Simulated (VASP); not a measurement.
Wanted: the native input for a VASP 6.6.1 run.

| Property | Result |
| --- | --- |
| Task | single point |
| Functional | PBE |
| Potentials or basis | VASP PAW PBE potentials, release 64 (Si, C) |
| Cutoff | 520 eV |
| k mesh | 16 × 16 × 16 |
| Occupations | fermi-dirac, width 0.1 eV |
| Spin | no spin polarisation |
| Dipole correction | no |
| Further INCAR settings | ALGO = Normal; EDIFF = 1e-07; NBANDS = 11 |

The structure of SiC (rocksalt type) lies in POSCAR:

```
SiC
1.0
    0.0000000000      2.0292411945      2.0292411945
    2.0292411945      0.0000000000      2.0292411945
    2.0292411945      2.0292411945      0.0000000000
Si C
1 1
Direct
    0.0000000000      0.0000000000      0.0000000000
    0.5000000000      0.5000000000      0.5000000000
```

The input as run:

INCAR

```
SYSTEM = SiC
PREC     = Accurate       ! precision mode
ENCUT    = 520            ! plane-wave cutoff, eV
EDIFF    = 1E-7           ! SCF threshold, eV
ISMEAR   = -1             ! smearing method
SIGMA    = 0.1            ! smearing width, eV
LREAL    = .False.        ! projectors in reciprocal space
LASPH    = .True.         ! aspherical terms in the spheres
NELM     = 80             ! most SCF steps
ALGO     = Normal         ! electronic algorithm
ISIF     = 2              ! what is computed and relaxed
LWAVE    = .False.        ! write WAVECAR
LCHARG   = .False.        ! write CHGCAR
GGA      = PE             ! functional
NBANDS   = 11             ! bands
```

KPOINTS

```
Automatic mesh
0
Gamma
  16 16 16
  0 0 0
```

Potentials or basis: VASP PAW PBE potentials, release 64 (Si, C).

Command:

```bash
$ cat potpaw_PBE.64/Si/POTCAR potpaw_PBE.64/C/POTCAR > POTCAR
$ mpirun -np 1 vasp_std > vasp.out
```

It gave:

The pressure is 0.2 GPa and the band gap on the k mesh is zero (band 4 reaches 12.36 eV, above the bottom of band 5 at 11.30 eV).

Run time: 54 s on 1 thread of AMD EPYC 7R13, with other jobs on the host, peak memory 0.12 GiB.
